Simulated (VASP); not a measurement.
# TeOs in VASP: settings compared

The runs below take TeOs through single point, with PBE, revPBE, r2SCAN.

Program: VASP 6.6.1. These are calculated values, not measurements. Logs are shortened: lines on timing, memory, paths and dates and some standing lists are left out, and cuts for length are marked.

## 1. The cell of the first run

Symmetry: Fm-3m, No. 225, cubic system. Conventional cell: a = 5.466 Å, b = 5.466 Å, c = 5.466 Å, α = 90.00°, β = 90.00°, γ = 90.00°. Os (site symmetry m-3m) has 6 Te at 2.73 Å within 3.6 Å. Te (site symmetry m-3m) has 6 Os at 2.73 Å within 3.6 Å.

## 2. Single point, PBE, collinear spin

INCAR reads:

```
PREC = Accurate
ENCUT = 520
EDIFF = 1E-6
ISMEAR = -1
SIGMA = 0.1
LREAL = False
LASPH = True
NELM = 150
ALGO = Normal
ISIF = 2
LWAVE = False
LCHARG = False
ISPIN = 2
MAGMOM = 1 0
LORBIT = 11
LMAXMIX = 4
GGA = PE
NBANDS = 18
```

KPOINTS reads:

```
regular mesh
0
Gamma
  10 10 10
```

POSCAR reads:

```
TeOs
1.0
    0.0000000000      2.7330707412      2.7330707412
    2.7330707412      0.0000000000      2.7330707412
    2.7330707412      2.7330707412      0.0000000000
Os Te
1 1
Direct
    0.5000000000      0.5000000000      0.5000000000
    0.0000000000      0.0000000000      0.0000000000
```

Potentials or basis: VASP PAW PBE potentials, release 64 (Os, Te).

Run with:

```sh
> cat potpaw_PBE.64/Os/POTCAR potpaw_PBE.64/Te/POTCAR > POTCAR
> mpirun -np 1 vasp_std > vasp.out
```

OUTCAR:

```text
PREC = Accurate
   ENCUT = 520
   EDIFF = 1E-6
   ISMEAR = -1
   LREAL = False
   LASPH = True
   NELM = 150
   ISIF = 2
   ISPIN = 2
   LORBIT = 11
   GGA = PE

 ion  position               nearest neighbor table
   1  0.500  0.500  0.500-   2 2.73   2 2.73   2 2.73   2 2.73   2 2.73   2 2.73
   2  0.000  0.000  0.000-   1 2.73   1 2.73   1 2.73   1 2.73   1 2.73   1 2.73

  LATTYP: Found a face centered cubic cell.
 ALAT       =     5.4661414824

  Lattice vectors:

 A1 = (   0.0000000000,   2.7330707412,   2.7330707412)
 A2 = (   2.7330707412,   0.0000000000,   2.7330707412)
 A3 = (   2.7330707412,   2.7330707412,   0.0000000000)

Analysis of symmetry for initial positions (statically):
=====================================================================
 Subroutine PRICEL returns:
 Original cell was already a primitive cell.

 Routine SETGRP: Setting up the symmetry group for a
 face centered cubic supercell.

 Subroutine GETGRP returns: Found 48 space group operations
 (whereof 48 operations were pure point group operations)
 out of a pool of 48 trial point group operations.

The static configuration has the point symmetry O_h .

Analysis of symmetry for dynamics (positions and initial velocities):
=====================================================================
 Subroutine PRICEL returns:
 Original cell was already a primitive cell.

 Routine SETGRP: Setting up the symmetry group for a
 face centered cubic supercell.

 Subroutine GETGRP returns: Found 48 space group operations
 (whereof 48 operations were pure point group operations)
 out of a pool of 48 trial point group operations.

The dynamic configuration has the point symmetry O_h .

Analysis of structural, dynamic, and magnetic symmetry:
=====================================================================
 Subroutine PRICEL returns:
 Original cell was already a primitive cell.

 Routine SETGRP: Setting up the symmetry group for a
 face centered cubic supercell.

 Subroutine GETGRP returns: Found 48 space group operations
 (whereof 48 operations were pure point group operations)
 out of a pool of 48 trial point group operations.

The overall configuration has the point symmetry O_h .

 Subroutine INISYM returns: Found 48 space group operations
 (whereof 48 operations are pure point group operations),
 and found     1 'primitive' translations

[... 116 lines left out ...]
  Fermi-wavevector in a.u.,A,eV,Ry     =   1.145838  2.165320 17.863704  1.312945
  Thomas-Fermi vector in A             =   2.282525
   LORBIT       =     11    0 simple, 1 ext, 2 COOP (PROOUT), +10 PAW based schemes
   GGA     = PE    functional components
   LHFCALC =     F    Hartree Fock is set to
   AEXX    =    0.0000 exact exchange contribution
   IVDW    =     0    specifies the selected vdW correction
   LEPSILON=     F    determine dielectric tensor
   LRPA    =     F    only Hartree local field effects (RPA)
 spin polarized calculation
  energy-cutoff  :      520.00
  volume of cell :       40.83
 maximum number of plane-waves:      1113
 NGX is ok and might be reduce to    30
   NGX = 15   NGY = 15   NGZ = 15

 number of electron      13.9999999 magnetization       0.1277112

 number of electron      13.9999999 magnetization      -0.0014788

 Free energy of the ion-electron system (eV)
  ---------------------------------------------------
  ext. energy  EPLUGINS =         0.00000000
  ---------------------------------------------------
  free energy    TOTEN  =       -12.30106155 eV

  energy without entropy =      -12.22434528  energy(sigma->0) =      -12.26270342

 E-fermi :   8.6935     XC(G=0): -11.6082

 val. band max:        8.6741634142   @ k =   0.4000   0.3000   0.1000
 cond. band min:       8.7100419185   @ k =  -0.4000   0.4000   0.0000
 fundamental gap:      0.0358785043
 Fermi energy:         8.6935133073

 spin component 1

 k-point     1 :       0.0000    0.0000    0.0000
  band No.  band energies     occupation
      1      -5.3760      1.00000
      2       6.7214      1.00000
      3       6.7214      1.00000
      4       6.7214      1.00000
      5       6.9007      1.00000
      6       6.9007      1.00000
[... 493 lines left out ...]
     17      24.1611      0.00000
     18      25.0973      0.00000

 [... further k-points ...]

 spin component 2

 k-point     1 :       0.0000    0.0000    0.0000
  band No.  band energies     occupation
      1      -5.3760      1.00000
      2       6.7206      1.00000
      3       6.7207      1.00000
      4       6.7207      1.00000
      5       6.9001      1.00000
      6       6.9001      1.00000
[... 493 lines left out ...]
     17      24.1608      0.00000
     18      25.0970      0.00000

 [... further k-points ...]

------------------------ aborting loop because EDIFF is reached ----------------------------------------

  FORCE on cell =-STRESS in cart. coord.  units (eV):
  Direction    XX          YY          ZZ          XY          YZ          ZX
  --------------------------------------------------------------------------------------
  -------------------------------------------------------------------------------------
  Total        0.0555197      0.0555197      0.0555197     -0.0000000      0.0000000     -0.0000000
  in kB        2.1785880      2.1785880      2.1785880     -0.0000000      0.0000000     -0.0000000
  external PRESSURE =       2.1785880 kB  Pullay stress =       0.0000000 kB

 VOLUME and BASIS-vectors are now :
 -----------------------------------------------------------------------------
  energy-cutoff  :      520.00
  volume of cell :       40.83
      direct lattice vectors                 reciprocal lattice vectors
     0.000000000  2.733070741  2.733070741    -0.182944405  0.182944405  0.182944405
     2.733070741  0.000000000  2.733070741     0.182944405 -0.182944405  0.182944405
     2.733070741  2.733070741  0.000000000     0.182944405  0.182944405 -0.182944405

 POSITION                                       TOTAL-FORCE (eV/Angst)
 -----------------------------------------------------------------------------------
      2.73307      2.73307      2.73307         0.000000      0.000000      0.000000
      0.00000      0.00000      0.00000        -0.000000     -0.000000     -0.000000
 -----------------------------------------------------------------------------------
    total drift:                               -0.000000     -0.000000      0.000000

  FREE ENERGIE OF THE ION-ELECTRON SYSTEM (eV)
  ---------------------------------------------------
  free  energy   TOTEN  =       -12.3010615549 eV

  energy  without entropy=      -12.2243452758  energy(sigma->0) =      -12.26270342

 total charge

# of ion       s       p       d       tot
------------------------------------------
    1        0.605   0.344   6.203   7.151
    2        1.337   1.873   0.147   3.358
--------------------------------------------------
tot          1.942   2.217   6.350  10.509

 magnetization (x)

# of ion       s       p       d       tot
------------------------------------------
    1       -0.000  -0.000  -0.001  -0.001
    2       -0.000   0.000   0.000   0.000
--------------------------------------------------
tot         -0.000   0.000  -0.001  -0.001
```

OSZICAR:

```text
N       E                     dE             d eps       ncg     rms          rms(c)
DAV:   1     0.600852845796E+02    0.60085E+02   -0.52981E+03  3384   0.638E+02
DAV:   2    -0.891768955418E+01   -0.69003E+02   -0.57429E+02  3664   0.170E+02
DAV:   3    -0.123817845399E+02   -0.34641E+01   -0.33811E+01  4486   0.333E+01
DAV:   4    -0.124082633876E+02   -0.26479E-01   -0.26461E-01  3900   0.350E+00
DAV:   5    -0.124086667145E+02   -0.40333E-03   -0.40330E-03  4418   0.451E-01    0.118E+01
DAV:   6    -0.123337061780E+02    0.74961E-01   -0.16397E-01  4528   0.259E+00    0.627E+00
DAV:   7    -0.123069407933E+02    0.26765E-01   -0.95804E-02  3686   0.167E+00    0.282E+00
DAV:   8    -0.123014349882E+02    0.55058E-02   -0.24331E-02  4388   0.930E-01    0.561E-01
DAV:   9    -0.123012124111E+02    0.22258E-03   -0.11919E-03  3626   0.183E-01    0.383E-01
DAV:  10    -0.123010692264E+02    0.14318E-03   -0.64355E-04  3694   0.124E-01    0.109E-01
DAV:  11    -0.123010624478E+02    0.67786E-05   -0.51538E-05  3764   0.391E-02    0.235E-02
DAV:  12    -0.123010615549E+02    0.89291E-06   -0.17323E-06  3934   0.907E-03
   1 F= -.12301062E+02 E0= -.12262703E+02  d E =-.767163E-01  mag=    -0.0004
```

stdout:

```text
POSCAR found type information on POSCAR OsTe
 POSCAR found :  2 types and       2 ions
 scaLAPACK will be used
 LDA part: xc-table for (Slater+PW92), standard interpolation
 POSCAR, INCAR and KPOINTS ok, starting setup
 FFT: planning ... GRIDC
 FFT: planning ... GRID_SOFT
 FFT: planning ... GRID
 WAVECAR not read
 entering main loop
```

Run time: 39 s. Hardware: 1 thread of Intel Xeon 6975P-C (Granite Rapids), shared host; peak memory 0.22 GiB.

Results:

```
Free energy                                           : -12.3011 eV
Pressure                                              : 0.2 GPa
Band gap on the k mesh                                : zero (filled and empty bands overlap)
Net moment                                            : 0.00 μB per cell
Valence electrons inside the program's atomic spheres : Os 7.15; Te 3.36
```

Levels at points of the mesh, in eV from the Fermi level:
Spin up:
```csv
k point,band 4,band 5,band 6,band 7,band 8,band 9,band 10,band 11
"(0.00, 0.00, 0.00)",-1.97,-1.79,-1.79,-0.57,-0.57,-0.57,3.63,7.68
"(0.50, 0.00, 0.00)",-4.67,-0.68,-0.68,-0.36,3.31,4.99,4.99,5.55
"(0.50, 0.50, 0.00)",-2.76,-2.76,-1.16,-0.48,-0.14,-0.14,1.97,8.67
```
Spin down:
```csv
k point,band 4,band 5,band 6,band 7,band 8,band 9,band 10,band 11
"(0.00, 0.00, 0.00)",-1.97,-1.79,-1.79,-0.57,-0.57,-0.57,3.63,7.68
"(0.50, 0.00, 0.00)",-4.67,-0.68,-0.68,-0.36,3.31,4.99,4.99,5.55
"(0.50, 0.50, 0.00)",-2.76,-2.76,-1.16,-0.48,-0.14,-0.14,1.97,8.66
```

Caveat: spin-orbit coupling is left out, which moves the levels of the heavy elements.

(Continued in part 2 of 3.)

The gap in the log of VASP goes by the Fermi energy; the results here count the filled bands.